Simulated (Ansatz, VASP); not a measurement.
## SnTe in VASP and in Ansatz

INCAR

```
PREC = Accurate
ENCUT = 520
EDIFF = 1E-6
ISMEAR = -1
SIGMA = 0.28
LREAL = F
LASPH = T
NELM = 100
ALGO = Normal
ISIF = 2
LWAVE = F
LCHARG = F
GGA = PE
NBANDS = 17
```

Contents of KPOINTS:

```
regular mesh
0
Gamma
  11 11 11
```

POSCAR

```
SnTe
1.0
    0.0000000000      3.1565000000      3.1565000000
    3.1565000000      0.0000000000      3.1565000000
    3.1565000000      3.1565000000      0.0000000000
Sn Te
1 1
Direct
    0.0000000000      0.0000000000      0.0000000000
    0.5000000000      0.5000000000      0.5000000000
```

Input for Ansatz:

```yaml
crystal:
  lattice:
    - [0.0, 3.1565, 3.1565]
    - [3.1565, 0.0, 3.1565]
    - [3.1565, 3.1565, 0.0]
  atoms:
    - { symbol: Sn, position: [0.0, 0.0, 0.0] }
    - { symbol: Te, position: [0.5, 0.5, 0.5] }
kpoints:
  mp_grid: { grid: [11, 11, 11] }
scf:
  occupations: { method: fermi_dirac, width: 0.28 }
hamiltonian:
  xc: pbe
  pseudopotentials: { kind: all_electron, lapw: { basis_error: 0.00025 } }
output:
  forces: true
  stress: true
  eigenvalues: true
```

Alike in both runs: task single point; functional PBE; k mesh 11 × 11 × 11; occupations fermi-dirac, width 0.28 eV; no spin polarisation.

```csv
,VASP,Ansatz
version,VASP 6.6.1,Ansatz 0.2.0
potentials or method,"VASP PAW PBE potentials, release 64 (Sn_d, Te), cutoff 520 eV","all-electron LAPW, scalar-relativistic"
```

Ansatz gave:

| Property | Result |
| --- | --- |
| pressure (GPa) | 1.9 |

Estimate VASP's values.

pressure (GPa): 1.8.

Ansatz ran all-electron here, and VASP with PAW potentials.

Neither program's run includes spin-orbit coupling.
